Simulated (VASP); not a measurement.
# Si (P1) in VASP: relaxation of cell and atoms with PBE

Aim: the relaxation of cell and atoms of Si with PBE.

Everything below comes from runs of VASP 6.6.1. Logs are shortened: lines on timing, memory, paths and dates and some standing lists are left out, and cuts for length are marked.

## 1. The cell of the first run

The typed cell holds 8 atoms: a = 5.087 Å, b = 5.057 Å, c = 5.058 Å, α = 88.46°, β = 90.34°, γ = 91.31°.

## 2. Relaxation of cell and atoms, PBE

Input file INCAR:

```
PREC = Accurate
ENCUT = 600
EDIFF = 1E-7
ISMEAR = 0
SIGMA = 0.2
LREAL = F
LASPH = T
NELM = 80
ALGO = Normal
ISIF = 3
LWAVE = F
LCHARG = F
GGA = PE
IBRION = 2
NSW = 80
EDIFFG = -0.025
```

Input file KPOINTS:

```
Automatic mesh
0
Gamma
  4 4 4
```

Input file POSCAR:

```
Si
1.0
    5.0868778835     -0.0578158067     -0.0148420672
   -0.0578158067      5.0561540256      0.0680406211
   -0.0148420672      0.0680406211      5.0572907323
Si
8
Direct
    0.2451952860      0.2214924591      0.2597055126
    0.2457781366      0.3196201339      0.7411091259
    0.1983227541      0.7343766925      0.2385336503
    0.2324967956      0.7305545749      0.7592785855
    0.7813477372      0.2001604291      0.2287956581
    0.7882625526      0.2636993692      0.7235375924
    0.7747105610      0.7405790691      0.2955487171
    0.7338861769      0.7895172722      0.7534911581
```

Potentials or basis: VASP PAW PBE potentials, release 64 (Si).

Command:

```bash
cat potpaw_PBE.64/Si/POTCAR > POTCAR
mpirun -np 1 vasp_std > vasp.out
```

OUTCAR:

```text
PREC = Accurate
   ENCUT = 600
   EDIFF = 1E-7
   ISMEAR = 0
   LREAL = F
   LASPH = T
   NELM = 80
   ISIF = 3
   GGA = PE
   IBRION = 2
   NSW = 80
   EDIFFG = -0.025

 ion  position               nearest neighbor table
   1  0.245  0.221  0.260-   5 2.36   3 2.47   2 2.50   3 2.61   2 2.66   5 2.74
   2  0.246  0.320  0.741-   4 2.09   6 2.34   1 2.50   1 2.66   6 2.78   4 2.98
   3  0.198  0.734  0.239-   7 2.18   4 2.43   1 2.47   1 2.61   4 2.64   7 2.94
   4  0.232  0.731  0.759-   2 2.09   3 2.43   8 2.56   8 2.56   3 2.64   2 2.98
   5  0.781  0.200  0.229-   7 2.34   1 2.36   6 2.53   6 2.57   1 2.74   7 2.76
   6  0.788  0.264  0.724-   2 2.34   8 2.41   5 2.53   5 2.57   8 2.69   2 2.78
   7  0.775  0.741  0.296-   3 2.18   5 2.34   8 2.35   8 2.75   5 2.76   3 2.94
   8  0.734  0.790  0.753-   7 2.35   6 2.41   4 2.56   4 2.56   6 2.69   7 2.75

  LATTYP: Found a triclinic cell.
 ALAT       =     7.0906755961
 B/A-ratio  =     0.7131820178
 C/A-ratio  =     1.0086568447
 COS(alpha) =     0.0028076478
 COS(beta)  =     0.5092772756
 COS(gamma) =     0.6967992981

  Lattice vectors:

 A1 = (   5.0290620768,   4.9983382189,   0.0531985539)
 A2 = (  -0.0578158067,   5.0561540256,   0.0680406211)
 A3 = (   5.0720358163,   0.0102248144,   5.0424486651)

Analysis of symmetry for initial positions (statically):
=====================================================================
 Subroutine PRICEL returns:
 Original cell was already a primitive cell.

 Routine SETGRP: Setting up the symmetry group for a
 triclinic supercell.

 Subroutine GETGRP returns: Found  1 space group operations
 (whereof  1 operations were pure point group operations)
 out of a pool of  2 trial point group operations.

The static configuration has the point symmetry C_1 .

Analysis of symmetry for dynamics (positions and initial velocities):
=====================================================================
 Subroutine PRICEL returns:
 Original cell was already a primitive cell.

 Routine SETGRP: Setting up the symmetry group for a
 triclinic supercell.

 Subroutine GETGRP returns: Found  1 space group operations
 (whereof  1 operations were pure point group operations)
 out of a pool of  2 trial point group operations.

The dynamic configuration has the point symmetry C_1 .

 Subroutine INISYM returns: Found  1 space group operations
 (whereof  1 operations are pure point group operations),
 and found     1 'primitive' translations

----------------------------------------------------------------------------------------

                                     Primitive cell

  volume of cell :     130.0323

  direct lattice vectors                    reciprocal lattice vectors
     5.086877883 -0.057815807 -0.014842067     0.196611300  0.002240840  0.000546864
    -0.057815807  5.056154026  0.068040621     0.002240840  0.197840139 -0.002655158
    -0.014842067  0.068040621  5.057290732     0.000546864 -0.002655158  0.197771658

  length of vectors
     5.087228082  5.056942330  5.057770197     0.196624830  0.197870644  0.197790237

  position of ions in fractional coordinates (direct lattice)
     0.245195286  0.221492459  0.259705513
     0.245778137  0.319620134  0.741109126
     0.198322754  0.734376692  0.238533650
     0.232496796  0.730554575  0.759278585
     0.781347737  0.200160429  0.228795658
     0.788262553  0.263699369  0.723537592
     0.774710561  0.740579069  0.295548717
     0.733886177  0.789517272  0.753491158

  ion indices of the primitive-cell ions
   primitive index   ion index
                 1           1
                 2           2
                 3           3
                 4           4
                 5           5
                 6           6
                 7           7
                 8           8

----------------------------------------------------------------------------------------

 KPOINTS: Automatic mesh

Automatic generation of k-mesh.
 Grid dimensions read from file:
 generate k-points for:    4    4    4

 Generating k-lattice:

  Cartesian coordinates                     Fractional coordinates (reciprocal lattice)
     0.049152825  0.000560210  0.000136716     0.250000000  0.000000000  0.000000000
     0.000560210  0.049460035 -0.000663790     0.000000000  0.250000000  0.000000000
     0.000136716 -0.000663790  0.049442915     0.000000000  0.000000000  0.250000000

  Length of vectors
     0.049156207  0.049467661  0.049447559

  Shift w.r.t. Gamma in fractional coordinates (k-lattice)
     0.000000000  0.000000000  0.000000000

 Subroutine IBZKPT returns following result:
 ===========================================

 Found     36 irreducible k-points:

 Following reciprocal coordinates:
            Coordinates               Weight
  0.000000  0.000000  0.000000      1.000000
  0.250000 -0.000000 -0.000000      2.000000
  0.500000 -0.000000 -0.000000      1.000000
 -0.000000  0.250000 -0.000000      2.000000
  0.250000  0.250000  0.000000      2.000000
  0.500000  0.250000  0.000000      2.000000
[... 16 lines left out ...]
  0.000000 -0.250000  0.250000      2.000000
  0.250000 -0.250000  0.250000      2.000000
 [... further k-points ...]
   k-points           NKPTS =     36   k-points in BZ     NKDIM =     36   number of bands    NBANDS=     21
   number of dos      NEDOS =    301   number of ions     NIONS =      8
   total plane-waves  NPLWV =  67200
   dimension x,y,z NGX =    42 NGY =   40 NGZ =   40
   dimension x,y,z NGXF=    84 NGYF=   80 NGZF=   80
   ions per type =               8
   NGX,Y,Z   is equivalent  to a cutoff of  13.73, 13.15, 13.15 a.u.
   NGXF,Y,Z  is equivalent  to a cutoff of  27.45, 26.30, 26.30 a.u.
 SYSTEM =  unknown system
   PREC   = accura    normal or accurate (medium, high low for compatibility)
   ISTART =      0    job   : 0-new  1-cont  2-samecut
   ICHARG =      2    charge: 1-file 2-atom 10-const
   ISPIN  =      1    spin polarized calculation?
   LNONCOLLINEAR =      F non collinear calculations
   LSORBIT =      F    spin-orbit coupling
   LASPH  =      T    aspherical Exc in radial PAW
   ENCUT  =  600.0 eV  44.10 Ry    6.64 a.u.  10.16 10.10 10.10*2*pi/ulx,y,z
   NELM   =     80;   NELMIN=  2; NELMDL= -5     # of ELM steps
   EDIFF  = 0.1E-06   stopping-criterion for ELM
   LREAL  =      F    real-space projection
   EDIFFG = -.3E-01   stopping-criterion for IOM
   NSW    =     80    number of steps for IOM
   IBRION =      2    ionic relax: 0-MD 1-quasi-New 2-CG
   NFREE  =      1    steps in history (QN), initial steepest desc. (CG)
   ISIF   =      3    stress and relaxation
   ISYM   =      2    0-nonsym 1-usesym 2-fastsym
   POTIM  = 0.5000    time-step for ionic-motion
   TEBEG  =    0.0;   TEEND  =   0.0 temperature during run
   PSTRESS=    0.0 pullay stress
   NELECT =      32.0000    total number of electrons
   NUPDOWN=      -1.0000    fix difference up-down
   EMIN   =  10.00;   EMAX   =-10.00  energy-range for DOS
   EFERMI =   0.00;   METHOD = LEGACY
   ISMEAR =     0;   SIGMA  =   0.20  broadening in eV -4-tet -1-fermi 0-gaus
   EFERMI_NEDOS =   21; number of points for ismear=-14 and -15
   IALGO  =     38    algorithm
   IMIX   =      4    mixing-type and parameters
     AMIX     =   0.40;   BMIX     =  1.00
     AMIX_MAG =   1.60;   BMIX_MAG =  1.00
  volume/ion in A,a.u.               =      16.25       109.69
  Fermi-wavevector in a.u.,A,eV,Ry     =   1.025907  1.938682 14.319917  1.052484
  Thomas-Fermi vector in A             =   2.159771
   LORBIT       =      0    0 simple, 1 ext, 2 COOP (PROOUT), +10 PAW based schemes
   GGA     = PE    functional components
   LHFCALC =     F    Hartree Fock is set to
   AEXX    =    0.0000 exact exchange contribution
   IVDW    =     0    specifies the selected vdW correction
   LEPSILON=     F    determine dielectric tensor
   LRPA    =     F    only Hartree local field effects (RPA)
 conjugate gradient relaxation of ions
 non-spin polarized calculation
 Gauss-broadening in eV      SIGMA  =   0.20
  energy-cutoff  :      600.00
  volume of cell :      130.03
 maximum number of plane-waves:      4358
 NGX is ok and might be reduce to    42
   NGX = 21   NGY = 21   NGZ = 21

--------------------------------------- Ionic step        1  -------------------------------------------

 number of electron      32.0000000 magnetization

 Free energy of the ion-electron system (eV)
  ---------------------------------------------------
  ext. energy  EPLUGINS =         0.00000000
  ---------------------------------------------------
  free energy    TOTEN  =       -38.84408756 eV

  energy without entropy =      -38.76184342  energy(sigma->0) =      -38.80296549

------------------------ aborting loop because EDIFF is reached ----------------------------------------

  FORCE on cell =-STRESS in cart. coord.  units (eV):
  Direction    XX          YY          ZZ          XY          YZ          ZX
  --------------------------------------------------------------------------------------
  -------------------------------------------------------------------------------------
  Total        3.5659268     11.7341713      1.8946490      0.3854240      0.0721054     -0.8668036
  in kB       43.9371516    144.5812250     23.3446974      4.7489572      0.8884378    -10.6802193
  external PRESSURE =      70.6210247 kB  Pullay stress =       0.0000000 kB
[... 107 lines left out ...]
  FREE ENERGIE OF THE ION-ELECTRON SYSTEM (eV)
  ---------------------------------------------------
  free  energy   TOTEN  =       -39.7879543190 eV

  energy  without entropy=      -39.6900931077  energy(sigma->0) =      -39.73902371

[... ionic steps 4 to 60 ...]

--------------------------------------- Ionic step       61  -------------------------------------------

 number of electron      31.9999996 magnetization

------------------------ aborting loop because EDIFF is reached ----------------------------------------
[... 79 lines left out ...]
--------------------------------------- Ionic step       63  -------------------------------------------

 number of electron      31.9999997 magnetization

 Free energy of the ion-electron system (eV)
  ---------------------------------------------------
  ext. energy  EPLUGINS =         0.00000000
  ---------------------------------------------------
  free energy    TOTEN  =       -41.25781537 eV

  energy without entropy =      -41.22150584  energy(sigma->0) =      -41.23966061

 E-fermi :   6.9113     XC(G=0): -10.1702

 val. band max:        6.7395454167   @ k =  -0.2500  -0.0000   0.2500
 cond. band min:       7.0733762263   @ k =   0.0000   0.0000   0.0000
 fundamental gap:      0.3338308095
 Fermi energy:         6.9112545378

 k-point     1 :       0.0000    0.0000    0.0000
  band No.  band energies     occupation
      1      -5.4493      2.00000
      2      -3.0319      2.00000
      3      -0.2634      2.00000
      4      -0.2591      2.00000
      5      -0.1498      2.00000
      6       1.4507      2.00000
[... 565 lines left out ...]
     20       9.4456      0.00000
     21      10.2187      0.00000

 [... further k-points ...]

------------------------ aborting loop because EDIFF is reached ----------------------------------------

  FORCE on cell =-STRESS in cart. coord.  units (eV):
  Direction    XX          YY          ZZ          XY          YZ          ZX
  --------------------------------------------------------------------------------------
  -------------------------------------------------------------------------------------
  Total       -0.1063767     -0.0913140     -0.0696820     -0.0279401      0.0335856     -0.0250121
  in kB       -1.2113362     -1.0398132     -0.7934855     -0.3181604      0.3824471     -0.2848180
  external PRESSURE =      -1.0148783 kB  Pullay stress =       0.0000000 kB
[... 23 lines left out ...]
  FREE ENERGIE OF THE ION-ELECTRON SYSTEM (eV)
  ---------------------------------------------------
  free  energy   TOTEN  =       -41.2578153690 eV

  energy  without entropy=      -41.2215058421  energy(sigma->0) =      -41.23966061

 reached required accuracy - stopping structural energy minimisation
```

Run time: 1.6 h. Hardware: 1 thread of AMD EPYC 7R13, shared host; peak memory 0.31 GiB.

Results:

- Free energy: -41.2578 eV
- Relaxed volume: 17.59 Å³/atom
- Relaxed cell: a = 4.782 Å, b = 6.154 Å, c = 4.781 Å, α = 90.05°, β = 89.97°, γ = 89.96°
- Space group after relaxing (to 0.1 Å): I4/mmm (No. 139)
- Energy gained by relaxing: 301.7 meV/atom
- Ionic steps: 63
- Pressure after relaxing: -0.1 GPa
- Largest force after relaxing: 0.021 eV/Å
- Band gap on the k mesh: zero (bands 16 and 17 overlap by 2.34 eV)

Forces in eV/Å, atoms in the order of the input:
```
Si   0.000 -0.013 -0.006
Si   0.002 -0.019  0.007
Si   0.002  0.006 -0.004
Si  -0.005  0.017 -0.012
Si   0.007  0.015  0.002
Si   0.010 -0.007  0.007
Si  -0.011  0.007  0.013
Si  -0.005 -0.006 -0.008
```

Step by step:
```csv
step,energy change (eV),largest force (eV/Å),pressure (GPa),volume (Å³)
1,0.0000,4.0760,7.06,130.03
3,-0.9439,0.8528,-3.93,139.27
5,-1.2648,0.6948,3.04,126.91
7,-1.3644,0.3151,2.17,127.66
9,-1.3909,0.2355,-0.37,130.67
11,-1.4232,0.3025,0.11,130.70
13,-1.4587,0.3768,0.00,130.97
15,-1.5578,0.5360,0.29,132.20
17,-1.5773,0.4644,0.21,132.15
19,-1.5539,1.1540,1.05,133.66
21,-1.6478,0.4389,0.35,133.42
23,-1.6853,0.2874,-0.17,134.80
25,-1.7433,0.3642,0.21,134.73
27,-1.7480,0.4490,0.37,134.69
29,-1.7969,0.4062,0.03,135.62
31,-1.8255,0.2930,-0.12,136.09
33,-1.8766,0.3176,0.13,136.36
35,-1.9933,1.2383,3.32,134.70
37,-2.0204,1.0403,2.32,135.41
39,-2.1221,1.0865,1.26,137.51
41,-2.1457,1.0614,0.57,138.80
43,-2.2825,0.6145,-0.60,140.40
45,-2.3127,0.5175,-1.19,141.52
47,-2.3568,0.4435,0.68,139.24
49,-2.3819,0.2120,-0.13,140.68
51,-2.3903,0.2745,-0.11,140.74
53,-2.4040,0.1305,0.24,140.21
55,-2.4087,0.1040,-0.04,140.58
57,-2.4106,0.0891,-0.05,140.59
59,-2.4123,0.0602,0.23,140.21
61,-2.4132,0.0305,-0.28,140.96
63,-2.4137,0.0215,-0.10,140.70
```

Final structure:
```cif
data_structure
_symmetry_space_group_name_H-M 'P 1'
_symmetry_Int_Tables_number 1
_cell_length_a 4.7821
_cell_length_b 6.1536
_cell_length_c 4.7813
_cell_angle_alpha 90.046
_cell_angle_beta 89.970
_cell_angle_gamma 89.960
_cell_volume 140.70
loop_
_atom_site_label
_atom_site_type_symbol
_atom_site_fract_x
_atom_site_fract_y
_atom_site_fract_z
_atom_site_occupancy
Si1 Si 0.24929 0.19251 0.25006 1
Si2 Si 0.24896 0.30802 0.74980 1
Si3 Si 0.25078 0.80761 0.25135 1
Si4 Si 0.25097 0.69237 0.75149 1
Si5 Si 0.74913 0.30712 0.24910 1
Si6 Si 0.74881 0.19260 0.74895 1
Si7 Si 0.75109 0.69188 0.24940 1
Si8 Si 0.75097 0.80788 0.74986 1
```

Caveat: a cell axis changed by over 15 % at a fixed basis, so the end point is rough.

The gap in the log of VASP goes by the Fermi energy; the results here count the filled bands.